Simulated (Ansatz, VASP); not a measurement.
# Si: VASP beside Ansatz

```xyz
4
Lattice="3.5248 0.0000 0.0000 -1.7624 3.0526 0.0000 0.0000 0.0000 6.0793" Properties=species:S:1:pos:R:3 pbc="T T T"
Si    0.0000    2.0351    0.3831
Si    1.7624    1.0175    3.4227
Si    0.0000    2.0351    2.6566
Si    1.7624    1.0175    5.6963
```

Change from the starting cell: strain -0.080 along x and y, -0.040 along z, atoms carried along.

Alike in both runs: task single point; functional PBEsol; k mesh 12 × 12 × 6; occupations gaussian, width 0.03 eV; no spin polarisation.

|  | VASP | Ansatz |
| --- | --- | --- |
| version | VASP 6.6.1 | Ansatz 0.2.0 |
| potentials or method | VASP PAW PBE potentials, release 64 (Si), cutoff 520 eV | scalar-relativistic, plane waves, PAW |
| valence electrons in the cell | 16 | 16 |

```csv
,VASP,Ansatz,Ansatz less VASP
gap on the k mesh at the Fermi level (eV),none,none,-
pressure (GPa),29.3,29.1,-0.24
"traceless stress, the component that is largest in VASP (GPa)",-9.84,-9.77,+0.077
rms of the force components (eV/Å),0.602,0.599,-0.0028
```

VASP's potentials were made for PBE, not for PBEsol. Atom by atom the forces differ by 0.003 eV/Å (rms over components). A gap of «none» marks a metal or a gap that the smearing closes. Both programs put the cell under a high pressure, so it lies far from rest at this level.
